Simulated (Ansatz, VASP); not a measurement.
One calculation of KI, two programs

The input INCAR:

```
PREC = Accurate ; ENCUT = 520
EDIFF = 1E-7 ; ISMEAR = 0
SIGMA = 0.05 ; LREAL = F
LASPH = T ; NELM = 100
ALGO = Normal ; ISIF = 2
LWAVE = F ; LCHARG = F
GGA = PE ; NBANDS = 15
```

File KPOINTS:

```
Automatic mesh
0
Gamma
  8 8 8
```

POSCAR

```
KI
1.0
    0.0000000000      3.5245498478      3.5245498478
    3.5245498478      0.0000000000      3.5245498478
    3.5245498478      3.5245498478      0.0000000000
K I
1 1
Direct
    0.0000000000      0.0000000000      0.0000000000
    0.5000000000      0.5000000000      0.5000000000
```

Input for Ansatz:

```yaml
crystal:
  lattice:
    - [0.0, 3.5245498478, 3.5245498478]
    - [3.5245498478, 0.0, 3.5245498478]
    - [3.5245498478, 3.5245498478, 0.0]
  atoms:
    - { symbol: K, position: [0.0, 0.0, 0.0] }
    - { symbol: I, position: [0.5, 0.5, 0.5] }
basis:
  ecutwfc: 420
  ecutrho_ratio: 4
kpoints:
  mp_grid: { grid: [8, 8, 8] }
hamiltonian:
  xc: pbe
scf:
  occupations: { method: gaussian, width: 0.05 }
output:
  forces: true
  stress: true
  eigenvalues: true
```

Alike in both runs: task single point; functional PBE; k mesh 8 × 8 × 8; occupations gaussian, width 0.05 eV; no spin polarisation.

|  | VASP | Ansatz |
| --- | --- | --- |
| version | VASP 6.6.1 | Ansatz 0.2.0 |
| potentials or method | VASP PAW PBE potentials, release 64 (K_sv, I), cutoff 520 eV | scalar-relativistic, plane waves, PAW |
| valence electrons in the cell | 16 | 26 |

```tsv
	VASP	Ansatz	Ansatz less VASP
gap on the k mesh at the Fermi level (eV)	3.98	3.98	+0.004
least direct gap on the mesh (eV)	3.98	3.98	+0.004
pressure (GPa)	0.7	0.7	-0.03
```

With one functional, cell and mesh, what is left measures potentials, basis and numerics. VASP's potentials hold 16 valence electrons a cell and Ansatz's 26, so a difference there can come from the potentials and not from the codes.

Neither program's run includes spin-orbit coupling.
